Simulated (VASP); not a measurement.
Input of a VASP 6.6.1 run:

File INCAR:

```
PREC = Accurate
ENCUT = 520
EDIFF = 1E-7
ISMEAR = 0
SIGMA = 0.1
LREAL = Auto
LASPH = T
NELM = 80
ALGO = Fast
ISIF = 2
LWAVE = F
LCHARG = F
GGA = PE
NBANDS = 36
```

File KPOINTS:

```
regular mesh
0
Gamma
  6 6 4
```

Contents of POSCAR:

```
Li3B2
1.0
    5.0803984800      0.0000000000      0.0000000000
   -2.5401992400      4.3997541400      0.0000000000
    0.0000000000      0.0000000000      6.7693022500
Li B
9 6
Direct
    0.5000000000      0.0000000000      0.5000000000
    0.0000000000      0.5000000000      0.5000000000
    0.5000000000      0.5000000000      0.5000000000
    0.0000000000      0.0000000000      0.0000000000
    0.5000000000      0.0000000000      0.0000000000
    0.0000000000      0.5000000000      0.0000000000
    0.5000000000      0.5000000000      0.0000000000
    0.3333333300      0.6666666700      0.7878352000
    0.6666666700      0.3333333300      0.2121648000
    0.1598899100      0.8401100900      0.9035214400
    0.1598899100      0.3197798300      0.9035214400
    0.6802201700      0.8401100900      0.9035214400
    0.8401100900      0.1598899100      0.0964785600
    0.3197798300      0.1598899100      0.0964785600
    0.8401100900      0.6802201700      0.0964785600
```

Potentials or basis: VASP PAW PBE potentials, release 64 (Li_sv, B).

Command:

```sh
$ cat potpaw_PBE.64/Li_sv/POTCAR potpaw_PBE.64/B/POTCAR > POTCAR
$ mpirun -np 1 vasp_std > vasp.out
```

Q: Estimate the band gap on the k mesh.

A: Zero (an odd number of electrons rules out a gap without spin polarisation).

Q: What does it give for the largest force?

A: 5.344 eV/Å.

Forces in eV/Å, atoms in the order of the input:
```
Li   0.000  0.000  0.000
Li   0.000  0.000  0.000
Li   0.000  0.000  0.000
Li   0.000  0.000  0.000
Li   0.000  0.000  0.000
Li   0.000  0.000  0.000
Li   0.000  0.000  0.000
Li   0.000  0.000 -5.344
Li   0.000  0.000  5.344
B   -2.983  1.722 -3.201
B    0.000 -3.445 -3.201
B    2.983  1.722 -3.201
B    2.983 -1.722  3.201
B   -2.983 -1.722  3.201
B    0.000  3.445  3.201
```

Caveat: forces of over 1 eV/Å act on the atoms, so gaps and moduli don't describe the material at rest.
